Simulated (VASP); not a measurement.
A run of VASP 6.6.1 is set up as follows.

Contents of INCAR:

```
  PREC = Accurate
  ENCUT = 520
  EDIFF = 1E-6
  ISMEAR = 0
  SIGMA = 0.05
  LREAL = False
  LASPH = True
  NELM = 150
  ALGO = Normal
  ISIF = 2
  LWAVE = False
  LCHARG = False
  MAGMOM = 0 0 0 0 0 0
  LORBIT = 11
  LSORBIT = True
  GGA_COMPAT = False
  LORBMOM = True
  GGA = PE
  NBANDS = 32
```

File KPOINTS:

```
Automatic mesh
0
Gamma
  6 6 6
```

The input POSCAR:

```
SnSe
1.0
    0.0000000000      3.0099999632      3.0099999632
    3.0099999632      0.0000000000      3.0099999632
    3.0099999632      3.0099999632      0.0000000000
Sn Se
1 1
Direct
    0.0000000000      0.0000000000      0.0000000000
    0.5000000000      0.5000000000      0.5000000000
```

Potentials or basis: VASP PAW PBE potentials, release 64 (Sn_d, Se).

Command:

```console
$ cat potpaw_PBE.64/Sn_d/POTCAR potpaw_PBE.64/Se/POTCAR > POTCAR
$ mpirun -np 1 vasp_ncl > vasp.out
```

**Question.** What does it give for the net moment?

**Answer.** 0.00 μB per cell.

**Question.** Estimate the pressure.

**Answer.** 0.6 GPa.

Moments on the atoms (μB; x, y, z):
```
Sn  0.00 0.00 0.00
Se  0.00 0.00 0.00
```
